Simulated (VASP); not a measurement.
Input of a VASP 6.6.1 run:

Contents of INCAR:

```
PREC = Accurate ; ENCUT = 750
EDIFF = 1E-6 ; ISMEAR = 0
SIGMA = 0.01 ; LREAL = F
LASPH = T ; NELM = 120
ALGO = Normal ; ISIF = 2
LWAVE = F ; LCHARG = F
GGA = PE ; NBANDS = 13
GGA_COMPAT = F
```

Contents of KPOINTS:

```
regular mesh
0
Gamma
  4 4 4
```

The input POSCAR:

```
Li2S
1.0
    0.0000000000      2.8452944194      2.8452944194
    2.8452944194      0.0000000000      2.8452944194
    2.8452944194      2.8452944194      0.0000000000
Li S
2 1
Direct
    0.2500000000      0.2500000000      0.2500000000
    0.7500000000      0.7500000000      0.7500000000
    0.0000000000      0.0000000000      0.0000000000
```

Potentials or basis: VASP PAW PBE potentials, release 64 (Li_sv, S).

Command:

```bash
$ cat potpaw_PBE.64/Li_sv/POTCAR potpaw_PBE.64/S/POTCAR > POTCAR
$ mpirun -np 1 vasp_std > vasp.out
```

Problem. Predict the pressure.

Solution. 0.3 GPa.

Problem. Estimate the band gap on the k mesh.

Solution. 3.38 eV (least direct gap 4.29 eV).

Caveat: the k points lie up to 0.48 Å⁻¹ apart. A k mesh can miss the band edges.
